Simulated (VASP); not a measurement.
Here is a VASP 6.6.1 calculation.

INCAR

```
ALGO = Normal
DIPOL = 0.5 0.5 0.388
EDIFF = 1E-7
ENCUT = 520
GGA = PE
IDIPOL = 3
ISIF = 2
ISMEAR = 0
IVDW = 12
LASPH = True
LCHARG = False
LDIPOL = True
LREAL = False
LWAVE = False
NBANDS = 35
NELM = 60
PREC = Accurate
SIGMA = 0.05
```

File KPOINTS:

```
k-points
0
Gamma
  9 9 1
```

File POSCAR:

```
WSe2
1.0
    3.2854929709      0.0000000000      0.0000000000
   -1.6427464855      2.8453203767      0.0000000000
    0.0000000000      0.0000000000     24.2386466774
Se W
4 2
Direct
    0.3333333333      0.6666666667      0.1856539294
    0.3333333333      0.6666666667      0.3246601777
    0.5555555556      0.4444444444      0.4517299783
    0.5555555556      0.4444444444      0.5907362267
    0.6666666667      0.3333333333      0.2551570536
    0.8888888889      0.1111111111      0.5212331025
```

Potentials or basis: VASP PAW PBE potentials, release 64 (Se, W_sv).

The run is started by

```console
$ cat potpaw_PBE.64/Se/POTCAR potpaw_PBE.64/W_sv/POTCAR > POTCAR
$ mpirun -np 1 vasp_std > vasp.out
```

Question: Predict the largest force.

Answer: 0.149 eV/Å.

Question: Predict the dispersion energy per atom.

Answer: -0.402 eV.

Forces on the atoms (eV/Å):
```
Se   0.005 -0.003 -0.034
Se  -0.108  0.062 -0.071
Se   0.105 -0.061  0.086
Se   0.002 -0.001  0.041
W   -0.028  0.016  0.002
W    0.023 -0.014 -0.024
```

Caveat: the cell differs from its parent crystal (layers slid over each other).
